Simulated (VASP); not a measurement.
## Na: single point with LDA

The system is Na.

```
Na
1.0
     3.76700    0.00000    0.00000
    -1.88350    3.26232    0.00000
     0.00000    0.00000    6.15400
Na
2
Direct
  0.33333 0.66667 0.25000
  0.66667 0.33333 0.75000
```

This isn't the form of Na at room conditions, which is bcc.

```yaml
Program: VASP 6.6.1
Task: single point
Functional: LDA
Potentials_or_basis: VASP PAW LDA potentials, release 64 (Na_pv)
Cutoff: 520 eV
k_mesh: 11 × 11 × 6
Occupations: fermi-dirac, width 0.05 eV
Spin: no spin polarisation
Dipole_correction: no
k_mesh_for_the_DOS: 17 × 17 × 9
Occupations_for_the_DOS: tetrahedron
Further_INCAR_settings: ALGO = Normal; EDIFF = 1e-06; NBANDS = 14
```

```
Valence electrons inside the program's atomic spheres : Na 6.06
```

Levels at points of the mesh, in eV from the Fermi level:
```tsv
k point	band 4	band 5	band 6	band 7	band 8	band 9	band 10	band 11
(0.00, 0.00, 0.00)	-24.97	-24.97	-24.97	-3.26	0.56	0.87	9.82	9.82
```

It took 3.4 min on 1 thread of Intel Xeon 8259CL (shared host), peak memory 0.24 GiB.
